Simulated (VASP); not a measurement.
# Rh (Fm-3m) in VASP: further runs

The runs below take Rh through relaxation of cell and atoms, single point, with PBEsol+D4, LDA, PBEsol.

Program: VASP 6.6.1. These are calculated values, not measurements. Logs are shortened: lines on timing, memory, paths and dates and some standing lists are left out, and cuts for length are marked.

## 1. The cell of the first run

It takes space group Fm-3m (No. 225, cubic). The conventional cell has a = 3.796 Å, b = 3.796 Å, c = 3.796 Å, α = 90.00°, β = 90.00°, γ = 90.00°. Within 3.5 Å of Rh (site symmetry m-3m) lie 12 Rh at 2.68 Å.

## 2. Relaxation of cell and atoms, PBEsol+D4

INCAR

```
PREC = Accurate
ENCUT = 600
EDIFF = 1E-7
ISMEAR = -1
SIGMA = 0.05
LREAL = F
LASPH = T
NELM = 60
ALGO = Fast
ISIF = 3
LWAVE = F
LCHARG = F
GGA = PS
IVDW = 13
IBRION = 2
NSW = 60
EDIFFG = -0.01
```

KPOINTS

```
Automatic mesh
0
Gamma
  12 12 12
```

POSCAR

```
Rh
1.0
    0.0000000000      1.8978500000      1.8978500000
    1.8978500000      0.0000000000      1.8978500000
    1.8978500000      1.8978500000      0.0000000000
Rh
1
Direct
    0.0000000000      0.0000000000      0.0000000000
```

Potentials or basis: VASP PAW PBE potentials, release 64 (Rh_pv).

Command:

```
$ cat potpaw_PBE.64/Rh_pv/POTCAR > POTCAR
$ mpirun -np 1 vasp_std > vasp.out
```

OUTCAR:

```text
PREC = Accurate
   ENCUT = 600
   EDIFF = 1E-7
   ISMEAR = -1
   LREAL = F
   LASPH = T
   NELM = 60
   ISIF = 3
   GGA = PS
   IVDW = 13
   IBRION = 2
   NSW = 60
   EDIFFG = -0.01

 ion  position               nearest neighbor table
   1  0.000  0.000  0.000-

  LATTYP: Found a face centered cubic cell.
 ALAT       =     3.7957000000

  Lattice vectors:

 A1 = (   0.0000000000,   1.8978500000,   1.8978500000)
 A2 = (   1.8978500000,   0.0000000000,   1.8978500000)
 A3 = (   1.8978500000,   1.8978500000,   0.0000000000)

Analysis of symmetry for initial positions (statically):
[... 33 lines left out ...]
                                     Primitive cell

  volume of cell :      13.6715

  direct lattice vectors                    reciprocal lattice vectors
     0.000000000  1.897850000  1.897850000    -0.263456016  0.263456016  0.263456016
     1.897850000  0.000000000  1.897850000     0.263456016 -0.263456016  0.263456016
     1.897850000  1.897850000  0.000000000     0.263456016  0.263456016 -0.263456016

  length of vectors
     2.683965209  2.683965209  2.683965209     0.456319205  0.456319205  0.456319205

  position of ions in fractional coordinates (direct lattice)
     0.000000000  0.000000000  0.000000000

  ion indices of the primitive-cell ions
   primitive index   ion index
                 1           1

----------------------------------------------------------------------------------------

 KPOINTS: Automatic mesh

Automatic generation of k-mesh.
 Grid dimensions read from file:
 generate k-points for:   12   12   12

 Generating k-lattice:

  Cartesian coordinates                     Fractional coordinates (reciprocal lattice)
    -0.021954668  0.021954668  0.021954668     0.083333333  0.000000000  0.000000000
     0.021954668 -0.021954668  0.021954668     0.000000000  0.083333333  0.000000000
     0.021954668  0.021954668 -0.021954668     0.000000000  0.000000000  0.083333333

  Length of vectors
     0.038026600  0.038026600  0.038026600

  Shift w.r.t. Gamma in fractional coordinates (k-lattice)
     0.000000000  0.000000000  0.000000000

 Subroutine IBZKPT returns following result:
 ===========================================

 Found     72 irreducible k-points:

 Following reciprocal coordinates:
            Coordinates               Weight
  0.000000  0.000000  0.000000      1.000000
  0.083333  0.000000  0.000000      8.000000
  0.166667  0.000000  0.000000      8.000000
  0.250000  0.000000  0.000000      8.000000
  0.333333  0.000000  0.000000      8.000000
  0.416667  0.000000  0.000000      8.000000
[... 16 lines left out ...]
  0.500000  0.166667  0.000000     24.000000
 -0.416667  0.166667  0.000000     24.000000
 [... further k-points ...]
   k-points           NKPTS =     72   k-points in BZ     NKDIM =     72   number of bands    NBANDS=     11
   number of dos      NEDOS =    301   number of ions     NIONS =      1
   total plane-waves  NPLWV =  13824
   dimension x,y,z NGX =    24 NGY =   24 NGZ =   24
   dimension x,y,z NGXF=    48 NGYF=   48 NGZF=   48
   ions per type =               1
   NGX,Y,Z   is equivalent  to a cutoff of  14.87, 14.87, 14.87 a.u.
   NGXF,Y,Z  is equivalent  to a cutoff of  29.73, 29.73, 29.73 a.u.
 SYSTEM =  unknown system
   PREC   = accura    normal or accurate (medium, high low for compatibility)
   ISTART =      0    job   : 0-new  1-cont  2-samecut
   ICHARG =      2    charge: 1-file 2-atom 10-const
   ISPIN  =      1    spin polarized calculation?
   LNONCOLLINEAR =      F non collinear calculations
   LSORBIT =      F    spin-orbit coupling
   LASPH  =      T    aspherical Exc in radial PAW
   ENCUT  =  600.0 eV  44.10 Ry    6.64 a.u.   5.36  5.36  5.36*2*pi/ulx,y,z
   NELM   =     60;   NELMIN=  2; NELMDL= -5     # of ELM steps
   EDIFF  = 0.1E-06   stopping-criterion for ELM
   LREAL  =      F    real-space projection
   EDIFFG = -.1E-01   stopping-criterion for IOM
   NSW    =     60    number of steps for IOM
   IBRION =      2    ionic relax: 0-MD 1-quasi-New 2-CG
   NFREE  =      1    steps in history (QN), initial steepest desc. (CG)
   ISIF   =      3    stress and relaxation
   ISYM   =      2    0-nonsym 1-usesym 2-fastsym
   POTIM  = 0.5000    time-step for ionic-motion
   TEBEG  =    0.0;   TEEND  =   0.0 temperature during run
   PSTRESS=    0.0 pullay stress
   NELECT =      15.0000    total number of electrons
   NUPDOWN=      -1.0000    fix difference up-down
   EMIN   =  10.00;   EMAX   =-10.00  energy-range for DOS
   EFERMI =   0.00;   METHOD = LEGACY
   ISMEAR =    -1;   SIGMA  =   0.05  broadening in eV -4-tet -1-fermi 0-gaus
   EFERMI_NEDOS =   21; number of points for ismear=-14 and -15
   IALGO  =     68    algorithm
   IMIX   =      4    mixing-type and parameters
     AMIX     =   0.40;   BMIX     =  1.00
     AMIX_MAG =   1.60;   BMIX_MAG =  1.00
  volume/ion in A,a.u.               =      13.67        92.26
  Fermi-wavevector in a.u.,A,eV,Ry     =   1.688496  3.190795 38.790465  2.851019
  Thomas-Fermi vector in A             =   2.770792
   LORBIT       =      0    0 simple, 1 ext, 2 COOP (PROOUT), +10 PAW based schemes
   GGA     = PS    functional components
   LHFCALC =     F    Hartree Fock is set to
   AEXX    =    0.0000 exact exchange contribution
   IVDW    =    13    specifies the selected vdW correction
   LEPSILON=     F    determine dielectric tensor
   LRPA    =     F    only Hartree local field effects (RPA)
 conjugate gradient relaxation of ions
 non-spin polarized calculation
 RMM-DIIS sequential band-by-band and
  energy-cutoff  :      600.00
  volume of cell :       13.67
 maximum number of plane-waves:       471
 NGX is ok and might be reduce to    24
   NGX = 11   NGY = 11   NGZ = 11

--------------------------------------- Ionic step        1  -------------------------------------------

 number of electron      15.0000002 magnetization

 Free energy of the ion-electron system (eV)
  ---------------------------------------------------
  ext. energy  EPLUGINS =         0.00000000
  ---------------------------------------------------
  free energy    TOTEN  =        -8.14461588 eV

  energy without entropy =       -8.13645001  energy(sigma->0) =       -8.14053294

------------------------ aborting loop because EDIFF is reached ----------------------------------------

  DFT-D4 for vdW energy calculation

  Edisp (eV):   -0.49487

  FORCE on cell =-STRESS in cart. coord.  units (eV):
  Direction    XX          YY          ZZ          XY          YZ          ZX
  --------------------------------------------------------------------------------------
  -------------------------------------------------------------------------------------
  Total      -0.77116    -0.77116    -0.77116     0.00000     0.00000     0.00000
  in kB     -90.37294   -90.37294   -90.37294     0.00000     0.00000     0.00000
  external pressure =      -90.37 kB  Pullay stress =        0.00 kB

 VOLUME and BASIS-vectors are now :
 -----------------------------------------------------------------------------
  energy-cutoff  :      600.00
  volume of cell :       13.67
      direct lattice vectors                 reciprocal lattice vectors
     0.000000000  1.897850000  1.897850000    -0.263456016  0.263456016  0.263456016
     1.897850000  0.000000000  1.897850000     0.263456016 -0.263456016  0.263456016
     1.897850000  1.897850000  0.000000000     0.263456016  0.263456016 -0.263456016
[... 79 lines left out ...]
 POSITION                                       TOTAL-FORCE (eV/Angst)
 -----------------------------------------------------------------------------------
     -0.00000      0.00000      0.00000         0.000000     -0.000000     -0.000000
 -----------------------------------------------------------------------------------
    total drift:                               -0.000000      0.000000      0.000000

  FREE ENERGIE OF THE ION-ELECTRON SYSTEM (eV)
  ---------------------------------------------------
  free  energy   TOTEN  =        -8.6515951056 eV

  energy  without entropy=       -8.6438984351  energy(sigma->0) =       -8.64774677

--------------------------------------- Ionic step        4  -------------------------------------------

 number of electron      15.0000001 magnetization

 Free energy of the ion-electron system (eV)
  ---------------------------------------------------
  ext. energy  EPLUGINS =         0.00000000
  ---------------------------------------------------
  free energy    TOTEN  =        -8.14314742 eV

  energy without entropy =       -8.13546447  energy(sigma->0) =       -8.13930594

 E-fermi :  12.4512     XC(G=0): -14.4566

 val. band max:       12.3588266001   @ k =   0.3333   0.0833   0.0000
 cond. band min:      12.4874910259   @ k =   0.5000   0.4167   0.0000
 fundamental gap:      0.1286644258
 Fermi energy:        12.4512215717

 k-point     1 :       0.0000    0.0000    0.0000
  band No.  band energies     occupation
      1     -33.9798      2.00000
      2     -33.9798      2.00000
      3     -33.9798      2.00000
      4       4.1110      2.00000
      5       9.1508      2.00000
      6       9.1508      2.00000
      7       9.1508      2.00000
      8      11.3849      2.00000
      9      11.3849      2.00000
     10      28.3396      0.00000
     11      33.9983      0.00000

 k-point     2 :       0.0833    0.0000    0.0000
  band No.  band energies     occupation
      1     -34.0378      2.00000
      2     -33.9876      2.00000
      3     -33.9876      2.00000
      4       4.3982      2.00000
      5       9.0235      2.00000
      6       9.2626      2.00000
      7       9.2626      2.00000
      8      11.3229      2.00000
      9      11.3229      2.00000
     10      28.7658      0.00000
     11      32.5849      0.00000
[... 295 lines left out ...]
 k-point    24 :      -0.4167    0.1667    0.0000
  band No.  band energies     occupation
      1     -34.7371      2.00000
      2     -34.2464      2.00000
      3     -34.1252      2.00000
      4       6.7219      2.00000
      5       8.4442      2.00000
      6       9.7834      2.00000
      7      10.2240      2.00000
      8      12.7056      0.01226
      9      16.6537      0.00000
     10      21.4657      0.00000
     11      28.6197      0.00000

 [... further k-points ...]

------------------------ aborting loop because EDIFF is reached ----------------------------------------

  DFT-D4 for vdW energy calculation

  Edisp (eV):   -0.50846

  FORCE on cell =-STRESS in cart. coord.  units (eV):
  Direction    XX          YY          ZZ          XY          YZ          ZX
  --------------------------------------------------------------------------------------
  -------------------------------------------------------------------------------------
  Total      -0.00606    -0.00606    -0.00606     0.00000    -0.00000     0.00000
  in kB      -0.73295    -0.73295    -0.73295     0.00000    -0.00000     0.00000
  external pressure =       -0.73 kB  Pullay stress =        0.00 kB

 VOLUME and BASIS-vectors are now :
 -----------------------------------------------------------------------------
  energy-cutoff  :      600.00
  volume of cell :       13.26
      direct lattice vectors                 reciprocal lattice vectors
    -0.000000000  1.878452325  1.878452325    -0.266176572  0.266176572  0.266176572
     1.878452325  0.000000000  1.878452325     0.266176572 -0.266176572  0.266176572
     1.878452325  1.878452325  0.000000000     0.266176572  0.266176572 -0.266176572

 POSITION                                       TOTAL-FORCE (eV/Angst)
 -----------------------------------------------------------------------------------
      1.87845      1.87845      0.00000         0.000000      0.000000      0.000000
 -----------------------------------------------------------------------------------
    total drift:                                0.000000      0.000000      0.000000

  FREE ENERGIE OF THE ION-ELECTRON SYSTEM (eV)
  ---------------------------------------------------
  free  energy   TOTEN  =        -8.6516112421 eV

  energy  without entropy=       -8.6439282919  energy(sigma->0) =       -8.64776977

 reached required accuracy - stopping structural energy minimisation
```

Wall time 45 s (1 thread of Intel Xeon Platinum 8259CL at 2.50GHz (Skylake/Cascade Lake), shared host); peak memory 0.15 GiB.

What came out:

| Quantity | Value |
| --- | --- |
| Free energy | -8.6516 eV |
| Relaxed volume | 13.26 Å³/atom |
| Relaxed cell | a = 2.657 Å, b = 2.657 Å, c = 2.657 Å, α = 60.00°, β = 60.00°, γ = 60.00° |
| Space group after relaxing (to 0.05 Å) | Fm-3m (No. 225) |
| Energy gained by relaxing | 12.1 meV/atom |
| Ionic steps | 4 |
| Pressure after relaxing | -0.1 GPa |
| Dispersion energy per atom | -0.508 eV |

The path:
| step | energy change (eV) | largest force (eV/Å) | pressure (GPa) | volume (Å³) |
| --- | --- | --- | --- | --- |
| 1 | 0.0000 | 0.0000 | -9.04 | 13.67 |
| 2 | 0.0854 | 0.0000 | 32.16 | 12.20 |
| 3 | -0.0121 | 0.0000 | -0.34 | 13.27 |
| 4 | -0.0121 | 0.0000 | -0.07 | 13.26 |

Final structure:
```cif
data_structure
_symmetry_space_group_name_H-M 'P 1'
_symmetry_Int_Tables_number 1
_cell_length_a 2.6565
_cell_length_b 2.6565
_cell_length_c 2.6565
_cell_angle_alpha 60.000
_cell_angle_beta 60.000
_cell_angle_gamma 60.000
_cell_volume 13.26
loop_
_atom_site_label
_atom_site_type_symbol
_atom_site_fract_x
_atom_site_fract_y
_atom_site_fract_z
_atom_site_occupancy
Rh1 Rh 0.00000 0.00000 0.00000 1
```

Caveat: the PAW data sets were made with another functional, which shifts forces and pressure a little; pairwise dispersion overbinds metals, which lowers pressure and volume.

[end of part 1 of 2]
